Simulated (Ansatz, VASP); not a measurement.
# CO2 in VASP and in Ansatz

The input POSCAR:

```
CO2
1.0
   -1.7759000000      1.7759000000      2.9592000000
    1.7759000000     -1.7759000000      2.9592000000
    1.7759000000      1.7759000000     -2.9592000000
C O
2 4
Direct
    0.0000000000      0.0000000000      0.0000000000
    0.7500000000      0.2500000000      0.5000000000
    0.3750000000      0.3390000000      0.4640000000
    0.6610000000      0.1250000000      0.0360000000
    0.8750000000      0.9110000000      0.5360000000
    0.0890000000      0.6250000000      0.9640000000
```

The input INCAR.step1:

```
SYSTEM = CO2
PREC     = Accurate       ! precision mode
ENCUT    = 600            ! plane-wave cutoff, eV
ISMEAR   = 0              ! smearing method
SIGMA    = 0.1            ! smearing width, eV
LREAL    = .False.        ! projectors in reciprocal space
LASPH    = .True.         ! aspherical terms in the spheres
NELM     = 100            ! most SCF steps
GGA      = PE             ! functional
ALGO     = Normal         ! electronic algorithm
EDIFF    = 1E-4           ! SCF threshold, eV
LWAVE    = .True.         ! write WAVECAR
LCHARG   = .False.        ! write CHGCAR
```

The input INCAR.step2:

```
SYSTEM = CO2
PREC     = Accurate       ! precision mode
ENCUT    = 600            ! plane-wave cutoff, eV
EDIFF    = 1E-7           ! SCF threshold, eV
ISMEAR   = 0              ! smearing method
SIGMA    = 0.1            ! smearing width, eV
LREAL    = .False.        ! projectors in reciprocal space
LASPH    = .True.         ! aspherical terms in the spheres
NELM     = 100            ! most SCF steps
ALGO     = Normal         ! electronic algorithm
ISIF     = 3              ! what is computed and relaxed
LWAVE    = .False.        ! write WAVECAR
LCHARG   = .False.        ! write CHGCAR
METAGGA  = R2SCAN         ! meta-GGA
LMIXTAU  = .True.       
IBRION   = 2              ! ionic algorithm
NSW      = 100            ! ionic steps
EDIFFG   = -0.05          ! ionic threshold
ISTART   = 1
```

File KPOINTS:

```
Automatic mesh
0
Gamma
  8 8 8
  0 0 0
```

Input for Ansatz:

```yaml
crystal:
  lattice:
    - [-1.7759, 1.7759, 2.9592]
    - [1.7759, -1.7759, 2.9592]
    - [1.7759, 1.7759, -2.9592]
  atoms:
    - { symbol: C, position: [0.0, 0.0, 0.0] }
    - { symbol: C, position: [0.75, 0.25, 0.5] }
    - { symbol: O, position: [0.375, 0.339, 0.464] }
    - { symbol: O, position: [0.661, 0.125, 0.036] }
    - { symbol: O, position: [0.875, 0.911, 0.536] }
    - { symbol: O, position: [0.089, 0.625, 0.964] }
basis:
  ecutwfc: 500
kpoints:
  mp_grid: { grid: [8, 8, 8] }
hamiltonian:
  xc: r2scan
scf:
  occupations: { method: gaussian, width: 0.1 }
output:
  forces: true
  stress: true
  eigenvalues: true
relax:
  adjacent_minimum: "off"
  f_tol: 0.05
  max_steps: 80
  cell: { stress_tol: 0.5 }
```

Alike in both runs: task relaxation of cell and atoms; functional r2SCAN; k mesh 8 × 8 × 8; occupations gaussian, width 0.1 eV; no spin polarisation.

|  | VASP | Ansatz |
| --- | --- | --- |
| version | VASP 6.6.1 | Ansatz 0.2.0 |
| potentials or method | VASP PAW PBE potentials, release 64 (C, O), cutoff 600 eV | scalar-relativistic, plane waves, PAW |
| valence electrons in the cell | 32 | 32 |

|  | VASP | Ansatz | Ansatz less VASP |
| --- | --- | --- | --- |
| gap on the k mesh at the Fermi level, each at its own relaxed structure (eV) | 8.44 | 8.60 | +0.151 |
| relaxed volume (Å³/atom) | 7.61 | 7.56 | -0.058 |
| relaxed cell length with the largest relative difference (Å) | 4.064 | 4.056 | -0.0084 |

VASP's potentials were made for PBE, not for r2SCAN.

Noted on VASP's run: the volume moved by over 15 % at a fixed basis, so the end points are rough.
